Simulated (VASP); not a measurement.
Here is a VASP 6.6.1 calculation.

Contents of INCAR:

```
PREC = Accurate
ENCUT = 600
EDIFF = 1E-6
ISMEAR = -1
SIGMA = 0.05
LREAL = False
LASPH = True
NELM = 80
ALGO = Normal
ISIF = 3
LWAVE = False
LCHARG = False
GGA = PS
IVDW = 12
IBRION = 2
NSW = 60
EDIFFG = -0.01
```

The input KPOINTS:

```
regular mesh
0
Gamma
  9 9 9
```

POSCAR

```
ZnS
1.0
    0.0000000000      2.7020000000      2.7020000000
    2.7020000000      0.0000000000      2.7020000000
    2.7020000000      2.7020000000      0.0000000000
Zn S
1 1
Direct
    0.7500000000      0.7500000000      0.7500000000
    0.0000000000      0.0000000000      0.0000000000
```

Potentials or basis: VASP PAW PBE potentials, release 64 (Zn, S).

The run is started by

```console
$ cat potpaw_PBE.64/Zn/POTCAR potpaw_PBE.64/S/POTCAR > POTCAR
$ mpirun -np 1 vasp_std > vasp.out
```

(1) Predict the dispersion energy per atom.

(2) Estimate the band gap on the k mesh.

(3) Estimate the relaxed cell.

(4) Predict the space group after relaxing (to 0.1 Å).

Answers

(1) -0.273 eV.

(2) 2.20 eV.

(3) a = 3.756 Å, b = 3.756 Å, c = 3.756 Å, α = 60.00°, β = 60.00°, γ = 60.00°.

(4) F-43m (No. 216).
